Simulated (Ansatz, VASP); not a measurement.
## Br: VASP beside Ansatz

File INCAR:

```
  PREC = Accurate
  ENCUT = 520
  EDIFF = 1E-6
  ISMEAR = 0
  SIGMA = 0.15
  LREAL = F
  LASPH = T
  NELM = 60
  ALGO = Normal
  ISIF = 2
  LWAVE = F
  LCHARG = T
  GGA = PE
  IVDW = 12
  LELF = T
  LVHAR = T
  NBANDS = 10
```

KPOINTS

```
Automatic mesh
0
Gamma
  22 22 22
```

Contents of POSCAR:

```
Br
1.0
   -1.4927326704      1.4927326704      3.7308744681
    1.4927326704     -1.4927326704      3.7308744681
    1.4927326704      1.4927326704     -3.7308744681
Br
1
Direct
    0.0000000000      0.0000000000      0.0000000000
```

Input for Ansatz:

```yaml
crystal:
  lattice:
    - [-1.4927326704, 1.4927326704, 3.7308744681]
    - [1.4927326704, -1.4927326704, 3.7308744681]
    - [1.4927326704, 1.4927326704, -3.7308744681]
  atoms:
    - { symbol: Br, position: [0.0, 0.0, 0.0] }
basis:
  ecutwfc: 420
kpoints:
  mp_grid: { grid: [22, 22, 22] }
hamiltonian:
  xc: pbe
  dispersion: d3bj
scf:
  occupations: { method: gaussian, width: 0.15 }
output:
  forces: true
  stress: true
  eigenvalues: true
  write_density: true
  write_potential: true
  elf: true
  volumetric_format: npy
```

Change from the starting cell: equal engineering shear yz, xz and xy +0.0000, equal normal strain along x, y and z +0.0500.

Alike in both runs: task single point; functional PBE; dispersion D3(BJ); k mesh 22 × 22 × 22; occupations gaussian, width 0.15 eV; no spin polarisation.

|  | VASP | Ansatz |
| --- | --- | --- |
| version | VASP 6.6.1 | Ansatz 0.2.0 |
| potentials or method | VASP PAW PBE potentials, release 64 (Br), cutoff 520 eV | scalar-relativistic, plane waves, PAW |
| valence electrons in the cell | 7 | 7 |

```csv
,VASP,Ansatz,Ansatz less VASP
gap on the k mesh at the Fermi level (eV),none,none,-
pressure (GPa),-3.7,-3.7,0.00
"traceless stress, the component that is largest in VASP (GPa)",3.20,3.20,+0.007
```

A gap of «none» marks a metal or a gap that the smearing closes.
